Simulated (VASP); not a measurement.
# PbS (P-6m2) in VASP: single point with r2SCAN

Aim: the single point of PbS with r2SCAN.

Everything below comes from runs of VASP 6.6.1. Logs are shortened: lines on timing, memory, paths and dates and some standing lists are left out, and cuts for length are marked.

### Step 1. The cell of the first run

It takes space group P-6m2 (No. 187, hexagonal). The conventional cell has a = 4.090 Å, b = 4.090 Å, c = 3.788 Å, α = 90.00°, β = 90.00°, γ = 120.00°. Pb (site symmetry -6m2) has 6 S at 3.03 Å and 2 Pb at 3.79 Å within 4.0 Å. Within 4.0 Å of S (site symmetry -6m2) lie 6 Pb at 3.03 Å and 2 S at 3.79 Å.

### Step 2. Single point, r2SCAN

POSCAR reads:

```
PbS
1.0
    4.0896976900      0.0000000000      0.0000000000
   -2.0448488400      3.5417820900      0.0000000000
    0.0000000000      0.0000000000      3.7881670000
Pb S
1 1
Direct
    0.0000000000      0.0000000000      0.0000000000
    0.6666666685      0.3333333305      0.5000000000
```

INCAR.step1 reads:

```
SYSTEM = PbS
PREC = Accurate
ENCUT = 550
ISMEAR = -1
SIGMA = 0.01
LREAL = .False.
LASPH = .True.
NELM = 120
NBANDS = 17
GGA = PE
ALGO = Normal
EDIFF = 1E-5
LWAVE = .True.
LCHARG = .False.
GGA_COMPAT = .False.
```

INCAR.step2 reads:

```
SYSTEM = PbS
PREC = Accurate
ENCUT = 550
EDIFF = 1E-6
ISMEAR = -1
SIGMA = 0.01
LREAL = .False.
LASPH = .True.
NELM = 120
ALGO = Normal
ISIF = 2
LWAVE = .False.
LCHARG = .False.
METAGGA = R2SCAN
LMIXTAU = .True.
NBANDS = 17
ISTART = 1
GGA_COMPAT = .False.
```

KPOINTS reads:

```
Automatic mesh
0
Gamma
  5 5 5
  0 0 0
```

Potentials or basis: VASP PAW PBE potentials, release 64 (Pb_d, S).

Command:

```sh
$ cat potpaw_PBE.64/Pb_d/POTCAR potpaw_PBE.64/S/POTCAR > POTCAR
$ cp INCAR.step1 INCAR
$ mpirun -np 1 vasp_std > vasp.out
$ cp INCAR.step2 INCAR
$ mpirun -np 1 vasp_std > vasp.out
```

OUTCAR:

```text
SYSTEM = PbS
   PREC = Accurate
   ENCUT = 550
   EDIFF = 1E-6
   ISMEAR = -1
   LREAL = .False.
   LASPH = .True.
   NELM = 120
   ISIF = 2
   METAGGA = R2SCAN
   ISTART = 1

 ion  position               nearest neighbor table
   1  0.000  0.000  0.000-   2 3.03   2 3.03   2 3.03   2 3.03   2 3.03   2 3.03
   2  0.667  0.333  0.500-   1 3.03   1 3.03   1 3.03   1 3.03   1 3.03   1 3.03

  LATTYP: Found a hexagonal cell.
 ALAT       =     4.0896976900
 C/A-ratio  =     0.9262706653

  Lattice vectors:

 A1 = (   4.0896976900,   0.0000000000,   0.0000000000)
 A2 = (  -2.0448488400,   3.5417820900,   0.0000000000)
 A3 = (   0.0000000000,   0.0000000000,   3.7881670000)

Analysis of symmetry for initial positions (statically):
=====================================================================
 Subroutine PRICEL returns:
 Original cell was already a primitive cell.

 Routine SETGRP: Setting up the symmetry group for a
 hexagonal supercell.

 Subroutine GETGRP returns: Found 12 space group operations
 (whereof 12 operations were pure point group operations)
 out of a pool of 24 trial point group operations.

The static configuration has the point symmetry D_3h.

Analysis of symmetry for dynamics (positions and initial velocities):
=====================================================================
 Subroutine PRICEL returns:
 Original cell was already a primitive cell.

 Routine SETGRP: Setting up the symmetry group for a
 hexagonal supercell.

 Subroutine GETGRP returns: Found 12 space group operations
 (whereof 12 operations were pure point group operations)
 out of a pool of 24 trial point group operations.

The dynamic configuration has the point symmetry D_3h.

 Subroutine INISYM returns: Found 12 space group operations
 (whereof 12 operations are pure point group operations),
 and found     1 'primitive' translations

----------------------------------------------------------------------------------------

                                     Primitive cell

  volume of cell :      54.8709

  direct lattice vectors                    reciprocal lattice vectors
     4.089697690  0.000000000  0.000000000     0.244516851  0.141171869  0.000000000
    -2.044848840  3.541782090  0.000000000     0.000000000  0.282343740  0.000000000
     0.000000000  0.000000000  3.788167000     0.000000000  0.000000000  0.263979914

  length of vectors
     4.089697690  4.089697685  3.788167000     0.282343739  0.282343740  0.263979914

  position of ions in fractional coordinates (direct lattice)
     0.000000000  0.000000000  0.000000000
     0.666666668  0.333333330  0.500000000

  ion indices of the primitive-cell ions
   primitive index   ion index
                 1           1
                 2           2

----------------------------------------------------------------------------------------

 KPOINTS: Automatic mesh

Automatic generation of k-mesh.
 Grid dimensions read from file:
 generate k-points for:    5    5    5

 Generating k-lattice:

  Cartesian coordinates                     Fractional coordinates (reciprocal lattice)
     0.048903370  0.028234374  0.000000000     0.200000000 -0.000000000  0.000000000
     0.000000000  0.056468748  0.000000000     0.000000000  0.200000000  0.000000000
     0.000000000  0.000000000  0.052795983     0.000000000  0.000000000  0.200000000

  Length of vectors
     0.056468748  0.056468748  0.052795983

  Shift w.r.t. Gamma in fractional coordinates (k-lattice)
     0.000000000  0.000000000  0.000000000

 Subroutine IBZKPT returns following result:
 ===========================================

 Found     15 irreducible k-points:

 Following reciprocal coordinates:
            Coordinates               Weight
  0.000000  0.000000  0.000000      1.000000
  0.200000  0.000000  0.000000      6.000000
  0.400000  0.000000  0.000000      6.000000
  0.200000  0.200000  0.000000      6.000000
  0.400000  0.200000  0.000000      6.000000
  0.000000  0.000000  0.200000      2.000000
  0.200000  0.000000  0.200000     12.000000
  0.400000  0.000000  0.200000     12.000000
  0.200000  0.200000  0.200000     12.000000
  0.400000  0.200000  0.200000     12.000000
  0.000000  0.000000  0.400000      2.000000
  0.200000  0.000000  0.400000     12.000000
  0.400000  0.000000  0.400000     12.000000
  0.200000  0.200000  0.400000     12.000000
  0.400000  0.200000  0.400000     12.000000
   k-points           NKPTS =     15   k-points in BZ     NKDIM =     15   number of bands    NBANDS=     17
   number of dos      NEDOS =    301   number of ions     NIONS =      2
   total plane-waves  NPLWV =  30720
   dimension x,y,z NGX =    32 NGY =   32 NGZ =   30
   dimension x,y,z NGXF=    64 NGYF=   64 NGZF=   60
   ions per type =               1   1
   NGX,Y,Z   is equivalent  to a cutoff of  13.01, 13.01, 13.17 a.u.
   NGXF,Y,Z  is equivalent  to a cutoff of  26.02, 26.02, 26.33 a.u.
 SYSTEM =  PbS
   PREC   = accura    normal or accurate (medium, high low for compatibility)
   ISTART =      1    job   : 0-new  1-cont  2-samecut
   ICHARG =      0    charge: 1-file 2-atom 10-const
   ISPIN  =      1    spin polarized calculation?
   LNONCOLLINEAR =      F non collinear calculations
   LSORBIT =      F    spin-orbit coupling
   LASPH  =      T    aspherical Exc in radial PAW
   ENCUT  =  550.0 eV  40.42 Ry    6.36 a.u.   7.82  7.82  7.24*2*pi/ulx,y,z
   NELM   =    120;   NELMIN=  2; NELMDL=  0     # of ELM steps
   EDIFF  = 0.1E-05   stopping-criterion for ELM
   LREAL  =      F    real-space projection
   EDIFFG = 0.1E-04   stopping-criterion for IOM
   NSW    =      0    number of steps for IOM
   IBRION =     -1    ionic relax: 0-MD 1-quasi-New 2-CG
   NFREE  =      0    steps in history (QN), initial steepest desc. (CG)
   ISIF   =      2    stress and relaxation
   ISYM   =      2    0-nonsym 1-usesym 2-fastsym
   POTIM  = 0.5000    time-step for ionic-motion
   TEBEG  =    0.0;   TEEND  =   0.0 temperature during run
   PSTRESS=    0.0 pullay stress
   NELECT =      20.0000    total number of electrons
   NUPDOWN=      -1.0000    fix difference up-down
   EMIN   =  10.00;   EMAX   =-10.00  energy-range for DOS
   EFERMI =   0.00;   METHOD = LEGACY
   ISMEAR =    -1;   SIGMA  =   0.01  broadening in eV -4-tet -1-fermi 0-gaus
   EFERMI_NEDOS =   21; number of points for ismear=-14 and -15
   IALGO  =     38    algorithm
   IMIX   =      4    mixing-type and parameters
     AMIX     =   0.40;   BMIX     =  1.00
     AMIX_MAG =   1.60;   BMIX_MAG =  1.00
  volume/ion in A,a.u.               =      27.44       185.14
  Fermi-wavevector in a.u.,A,eV,Ry     =   1.169421  2.209885 18.606576  1.367545
  Thomas-Fermi vector in A             =   2.305894
   LORBIT       =      0    0 simple, 1 ext, 2 COOP (PROOUT), +10 PAW based schemes
   METAGGA = R2SCAN    functional components
   LHFCALC =     F    Hartree Fock is set to
   AEXX    =    0.0000 exact exchange contribution
   IVDW    =     0    specifies the selected vdW correction
   LEPSILON=     F    determine dielectric tensor
   LRPA    =     F    only Hartree local field effects (RPA)
 non-spin polarized calculation
  energy-cutoff  :      550.00
  volume of cell :       54.87
 maximum number of plane-waves:      1617
 NGX is ok and might be reduce to    32
   NGX = 15   NGY = 15   NGZ = 15

 number of electron      19.9999998 magnetization

 Free energy of the ion-electron system (eV)
  ---------------------------------------------------
  ext. energy  EPLUGINS =         0.00000000
  ---------------------------------------------------
  free energy    TOTEN  =       -65.34207894 eV

  energy without entropy =      -65.34207894  energy(sigma->0) =      -65.34207894

 E-fermi :   4.9428     XC(G=0):  -9.9828

 val. band max:        4.6690472605   @ k =   0.4000   0.2000   0.0000
 cond. band min:       5.7770921955   @ k =   0.4000   0.2000   0.4000
 fundamental gap:      1.1080449350
 Fermi energy:         4.9427657680

 k-point     1 :       0.0000    0.0000    0.0000
  band No.  band energies     occupation
      1     -12.4811      2.00000
      2     -12.4628      2.00000
      3     -12.4628      2.00000
      4     -12.3584      2.00000
      5     -12.3584      2.00000
      6      -8.6837      2.00000
[... 9 lines left out ...]
     16      16.7601      0.00000
     17      16.7601      0.00000

 k-point     2 :       0.2000    0.0000    0.0000
  band No.  band energies     occupation
      1     -12.4789      2.00000
      2     -12.4644      2.00000
      3     -12.4409      2.00000
      4     -12.3702      2.00000
      5     -12.3609      2.00000
      6      -8.3769      2.00000
[... 9 lines left out ...]
     16      15.8602      0.00000
     17      16.2666      0.00000

 k-point     3 :       0.4000    0.0000    0.0000
  band No.  band energies     occupation
      1     -12.4968      2.00000
      2     -12.4461      2.00000
      3     -12.4050      2.00000
      4     -12.3891      2.00000
      5     -12.3650      2.00000
      6      -7.7257      2.00000
[... 9 lines left out ...]
     16      16.6021      0.00000
     17      16.7162      0.00000

 k-point     4 :       0.2000    0.2000    0.0000
  band No.  band energies     occupation
      1     -12.4762      2.00000
      2     -12.4604      2.00000
      3     -12.4186      2.00000
      4     -12.3827      2.00000
      5     -12.3670      2.00000
      6      -7.8781      2.00000
[... 9 lines left out ...]
     16      15.4991      0.00000
     17      16.7478      0.00000
[... 163 lines left out ...]
      1     -12.4872      2.00000
      2     -12.4655      2.00000
      3     -12.4120      2.00000
      4     -12.4002      2.00000
      5     -12.3370      2.00000
      6      -7.0720      2.00000
[... 9 lines left out ...]
     16      16.8685      0.00000
     17      18.9129      0.00000

 k-point    14 :       0.2000    0.2000    0.4000
  band No.  band energies     occupation
      1     -12.4725      2.00000
      2     -12.4518      2.00000
      3     -12.4191      2.00000
      4     -12.4147      2.00000
      5     -12.3423      2.00000
      6      -7.1602      2.00000
[... 9 lines left out ...]
     16      16.1925      0.00000
     17      17.7390      0.00000

 k-point    15 :       0.4000    0.2000    0.4000
  band No.  band energies     occupation
      1     -12.4896      2.00000
      2     -12.4494      2.00000
      3     -12.4242      2.00000
      4     -12.4078      2.00000
      5     -12.3335      2.00000
      6      -6.9323      2.00000
[... 9 lines left out ...]
     16      17.2137      0.00000
     17      18.4005      0.00000

------------------------ aborting loop because EDIFF is reached ----------------------------------------

  FORCE on cell =-STRESS in cart. coord.  units (eV):
  Direction    XX          YY          ZZ          XY          YZ          ZX
  --------------------------------------------------------------------------------------
  -------------------------------------------------------------------------------------
  Total       -0.3595405     -0.3595405     -0.2743270     -0.0000000      0.0000000      0.0000000
  in kB      -10.4982342    -10.4982342     -8.0100814     -0.0000000      0.0000000      0.0000000
  external PRESSURE =      -9.6688500 kB  Pullay stress =       0.0000000 kB

 VOLUME and BASIS-vectors are now :
 -----------------------------------------------------------------------------
  energy-cutoff  :      550.00
  volume of cell :       54.87
      direct lattice vectors                 reciprocal lattice vectors
     4.089697690  0.000000000  0.000000000     0.244516851  0.141171869  0.000000000
    -2.044848840  3.541782090  0.000000000     0.000000000  0.282343740  0.000000000
     0.000000000  0.000000000  3.788167000     0.000000000  0.000000000  0.263979914

 POSITION                                       TOTAL-FORCE (eV/Angst)
 -----------------------------------------------------------------------------------
      0.00000      0.00000      0.00000        -0.000000      0.000000      0.000000
      2.04485      1.18059      1.89408         0.000000      0.000000      0.000000
 -----------------------------------------------------------------------------------
    total drift:                               -0.000007      0.000005      0.000000

  FREE ENERGIE OF THE ION-ELECTRON SYSTEM (eV)
  ---------------------------------------------------
  free  energy   TOTEN  =       -65.3420789432 eV

  energy  without entropy=      -65.3420789432  energy(sigma->0) =      -65.34207894
```

Run time: 2.2 min. Hardware: 1 thread of Intel Xeon 8259CL, shared host; peak memory 0.18 GiB.

Results:

```yaml
Free_energy: -65.3421 eV
Pressure: -1.0 GPa
Band_gap_on_the_k_mesh: 1.11 eV, indirect (least direct gap 2.40 eV)
```

Stress tensor (GPa, compression positive):
```
-1.05  0.00  0.00
 0.00 -1.05  0.00
 0.00  0.00 -0.80
```

Levels at points of the mesh, in eV from the valence-band top:
| k point | band 7 | band 8 | band 9 | band 10 | band 11 | band 12 | band 13 | band 14 |
| --- | --- | --- | --- | --- | --- | --- | --- | --- |
| (0.00, 0.00, 0.00) | -6.18 | -1.90 | -1.41 | -1.41 | 4.10 | 4.10 | 6.11 | 7.31 |

Caveat: the PAW data sets were made with another functional, which shifts forces and pressure a little; spin-orbit coupling is left out, which moves the levels of the heavy elements. A k mesh can miss the band edges.
